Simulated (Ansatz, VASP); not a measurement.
**One calculation of BP, two programs**

```
CELL_PARAMETERS angstrom
0.00000 2.24542 2.24542
2.24542 0.00000 2.24542
2.24542 2.24542 0.00000
ATOMIC_POSITIONS crystal
B 0.00000 0.00000 0.00000
P 0.25000 0.25000 0.25000
```

Alike in both runs: functional LDA; k mesh 10 × 10 × 10; occupations gaussian, width 0.02 eV; no spin polarisation.

Ansatz relaxed the structure, and its values are those at the end. VASP's run is a single point on that final structure, the one shown.

```csv
,VASP,Ansatz
version,VASP 6.6.1,Ansatz 0.2.0
potentials or method,"VASP PAW LDA potentials, release 64 (B, P), cutoff 500 eV","scalar-relativistic, plane waves, PAW"
valence electrons in the cell,8,8
```

VASP gave:

| Quantity | Value |
| --- | --- |
| gap on the k mesh at the Fermi level (eV) | 1.15 |
| least direct gap on the mesh (eV) | 3.43 |
| pressure (GPa) | -0.1 |

Q: Which values does Ansatz return?

A: gap on the k mesh at the Fermi level (eV): 1.15; least direct gap on the mesh (eV): 3.43; pressure (GPa): 0.0.

LDA's correlation is that of Perdew and Zunger in VASP and of Perdew and Wang (1992) in Ansatz.
